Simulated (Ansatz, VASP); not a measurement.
# Two plane-wave programs on Hf5F

```
Hf F
1.0
     3.01832    0.00000    0.00000
     0.00000    3.01832    0.00000
     0.00000    0.00000   12.78552
Hf F
5 1
Direct
  0.50000 0.50000 0.33448
  0.50000 0.50000 0.66552
  0.00000 0.00000 0.17599
  0.00000 0.00000 0.82401
  0.00000 0.00000 0.50000
  0.50000 0.50000 0.00000
```

Change from the starting cell: species swapped into the Hf5Pb type (P4/mmm, No. 123).

Alike in both runs: task single point; functional PBE; k mesh 6 × 6 × 2; occupations gaussian, width 0.1 eV; no spin polarisation.

|  | VASP | Ansatz |
| --- | --- | --- |
| version | VASP 6.6.1 | Ansatz 0.2.0 |
| potentials or method | VASP PAW PBE potentials, release 64 (Hf_pv, F), cutoff 520 eV | scalar-relativistic, plane waves, PAW |
| valence electrons in the cell | 57 | 137 |

|  | VASP | Ansatz | Ansatz less VASP |
| --- | --- | --- | --- |
| gap on the k mesh at the Fermi level (eV) | none | none | - |
| pressure (GPa) | 10.9 | 11.4 | +0.57 |
| traceless stress, the component that is largest in VASP (GPa) | -2.14 | -2.15 | -0.013 |
| rms of the force components (eV/Å) | 0.614 | 0.627 | +0.0126 |

Atom by atom the forces differ by 0.017 eV/Å (rms over components). A gap of «none» marks a metal or a gap that the smearing closes. VASP's potentials hold 57 valence electrons a cell and Ansatz's 137, so a difference there can come from the potentials and not from the codes.

Neither program's run includes spin-orbit coupling.
